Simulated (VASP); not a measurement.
Runs of VASP 6.6.1 on TiC. The structure is that of space group Fm-3m (No. 225), or close to it. The cells are those of the table. 

```tsv
cell	gap on the mesh (eV)	pressure (GPa)
a = 3.054 Å, angles 60.0°, 2 atoms	none	-4.7
a = 3.012 Å, angles 60.0°, 2 atoms	none	6.1
a = 3.133 Å, angles 60.0°, 2 atoms	none	(b)
a = 2.970 Å, angles 60.0°, 2 atoms	none	(a)
a = 2.926 Å, angles 60.0°, 2 atoms	none	35.8
a = 3.171 Å, angles 60.0°, 2 atoms	none	-26.7
a = 3.094 Å, angles 60.0°, 2 atoms	none	-13.7
```

Alike in all rows: task single point; level PBE+D3(BJ); potentials or basis VASP PAW PBE potentials, release 64 (Ti_sv, C); no spin polarisation; k mesh 11 × 11 × 11; cutoff (eV) 600; smearing fermi-dirac 0.1 eV.

**Question.** Fill in the values left out.

**Answer.** (a) 19.4; (b) -20.8.

Caveats: the cell stands under tension (at least some runs); the cell stands under pressure (at least some runs).

A gap of «none» marks levels without a gap at the run's occupations.
